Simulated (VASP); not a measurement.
Here is a VASP 6.6.1 calculation.

File INCAR:

```
SYSTEM = ScAl7N8
PREC = Accurate
ENCUT = 520
EDIFF = 1E-6
ISMEAR = 0
SIGMA = 0.02
LREAL = Auto
LASPH = .True.
NELM = 100
ALGO = Normal
ISIF = 2
LWAVE = .False.
LCHARG = .False.
GGA = PS
NBANDS = 50
```

Contents of KPOINTS:

```
regular mesh
0
Gamma
  6 6 6
  0 0 0
```

The input POSCAR:

```
ScAl7N8
1.0
    0.0000000000      0.0000000000     -5.0070062946
    3.1682041227      5.4874905093      0.0000000000
    3.1682041227     -5.4874905093      0.0000000000
Sc Al N
1 7 8
Direct
    0.0098396427      0.1666666667      0.3333333333
    0.0024281536      0.1677667316      0.8338833658
    0.0024281536      0.6661166342      0.3322332684
    0.0024281536      0.6661166342      0.8338833658
    0.5002151611      0.3364579928      0.6729159857
    0.5002151611      0.3364579928      0.1635420072
    0.5031288988      0.8333333333      0.6666666667
    0.5002151611      0.8270840143      0.1635420072
    0.5866813260      0.1666666667      0.3333333333
    0.6208532632      0.1652667587      0.8326333793
    0.6208532632      0.6673666207      0.3347332413
    0.6208532632      0.6673666207      0.8326333793
    0.1235540070      0.3438135358      0.6876270716
    0.1235540070      0.3438135358      0.1561864642
    0.1191983778      0.8333333333      0.6666666667
    0.1235540070      0.8123729284      0.1561864642
```

Potentials or basis: VASP PAW PBE potentials, release 64 (Sc_sv, Al, N).

Command:

```bash
$ cat potpaw_PBE.64/Sc_sv/POTCAR potpaw_PBE.64/Al/POTCAR potpaw_PBE.64/N/POTCAR > POTCAR
$ mpirun -np 1 vasp_std > vasp.out
```

Q: Estimate the pressure.

A: 0.1 GPa.

Q: What does it give for the largest force?

A: 0.053 eV/Å.

Q: Estimate the band gap on the k mesh.

A: 3.95 eV, direct.

Forces on the atoms (eV/Å):
```
Sc   0.000  0.000  0.013
Al  -0.008 -0.005  0.003
Al   0.008 -0.005  0.003
Al   0.000  0.010  0.003
Al   0.003 -0.002 -0.005
Al   0.000  0.003 -0.005
Al   0.000  0.000 -0.002
Al  -0.003 -0.002 -0.005
N    0.000  0.000  0.036
N    0.000  0.000  0.000
N    0.000  0.000  0.000
N    0.000  0.000  0.000
N    0.044 -0.025 -0.014
N    0.000  0.051 -0.014
N    0.000  0.000  0.004
N   -0.044 -0.025 -0.014
```

Caveat: the PAW data sets were made with another functional, which shifts forces and pressure a little. A k mesh can miss the band edges.
